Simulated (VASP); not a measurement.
Write the native input for VASP 6.6.1 that does the following.

* Task: relaxation of shape and atoms at fixed volume
* Functional: PBEsol
* Potentials or basis: VASP PAW PBE potentials, release 64 (Ti_sv, B)
* Cutoff: 600 eV
* k mesh: 18 × 18 × 14
* Occupations: gaussian, width 0.1 eV
* Spin: no spin polarisation
* Dipole correction: no
* Further INCAR settings: ALGO = Normal; EDIFF = 1e-06; IBRION = 2; EDIFFG = -0.01; NSW = 50; ISIF = 4

The structure of TiB2 lies in POSCAR:

```
TiB2
1.0
    3.0721037064      0.0000000000      0.0000000000
   -1.5360518532      2.6605198528      0.0000000000
    0.0000000000      0.0000000000      3.2573379249
Ti B
1 2
Direct
    0.0000000000      0.0000000000      0.0000000000
    0.3333333333      0.6666666667      0.5000000000
    0.6666666667      0.3333333333      0.5000000000
```

This cell differs from its parent crystal: volume scaled by 1.06.

One way to write it, as run:

INCAR

```
PREC = Accurate
ENCUT = 600
EDIFF = 1E-6
ISMEAR = 0
SIGMA = 0.1
LREAL = False
LASPH = True
NELM = 80
ALGO = Normal
ISIF = 4
LWAVE = False
LCHARG = False
GGA = PS
IBRION = 2
NSW = 50
EDIFFG = -0.01
```

KPOINTS

```
Automatic mesh
0
Gamma
  18 18 14
```

Potentials or basis: VASP PAW PBE potentials, release 64 (Ti_sv, B).

Run with:

```sh
$ cat potpaw_PBE.64/Ti_sv/POTCAR potpaw_PBE.64/B/POTCAR > POTCAR
$ mpirun -np 1 vasp_std > vasp.out
```

Results of the run:

| Property | Result |
| --- | --- |
| Energy gained by relaxing | 0.1 meV/atom |
| Ionic steps | 2 |
| Pressure after relaxing | -13.4 GPa |
| Band gap on the k mesh | zero (band 9 reaches 9.88 eV, above the bottom of band 10 at 9.31 eV) |

Caveat: the PAW data sets were made with another functional, which shifts forces and pressure a little.

Wall time 2.5 min on 1 thread of Intel Xeon 6975P-C, with other jobs on the host, peak memory 0.27 GiB.
